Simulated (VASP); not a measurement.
## Cd: single point with RPBE

Crystal: Cd.

```
CELL_PARAMETERS angstrom
0.00000 3.62256 3.62256
3.62256 0.00000 3.62256
3.62256 3.62256 0.00000
ATOMIC_POSITIONS crystal
Cd 0.12500 0.12500 0.12500
Cd 0.87500 0.87500 0.87500
```

This isn't the form of Cd at room conditions, which is hcp.

```json
{"Program": "VASP 6.6.1", "Task": "single point", "Functional": "RPBE", "Potentials or basis": "VASP PAW PBE potentials, release 64 (Cd)", "Cutoff": "520 eV", "k mesh": "9 × 9 × 9", "Occupations": "fermi-dirac, width 0.1 eV", "Spin": "no spin polarisation", "Dipole correction": "no", "Further INCAR settings": "ALGO = Normal; EDIFF = 1e-07; NBANDS = 19"}
```

| Quantity | Value |
| --- | --- |
| Pressure | -0.4 GPa |
| Band gap on the k mesh | zero (bands 12 and 13 overlap by 2.92 eV) |

Levels at points of the mesh, in eV from the Fermi level:
| k point | band 9 | band 10 | band 11 | band 12 | band 13 | band 14 | band 15 | band 16 |
| --- | --- | --- | --- | --- | --- | --- | --- | --- |
| (0.00, 0.00, 0.00) | -8.53 | -8.53 | -5.55 | 2.77 | 3.28 | 3.28 | 3.28 | 4.55 |

It took 35 s on 1 thread of Intel(R) Xeon(R) Platinum 8488C (Sapphire Rapids), on a shared host, peak memory 0.25 GiB.

Caveat: the PAW data sets were made with another functional, which shifts forces and pressure a little.
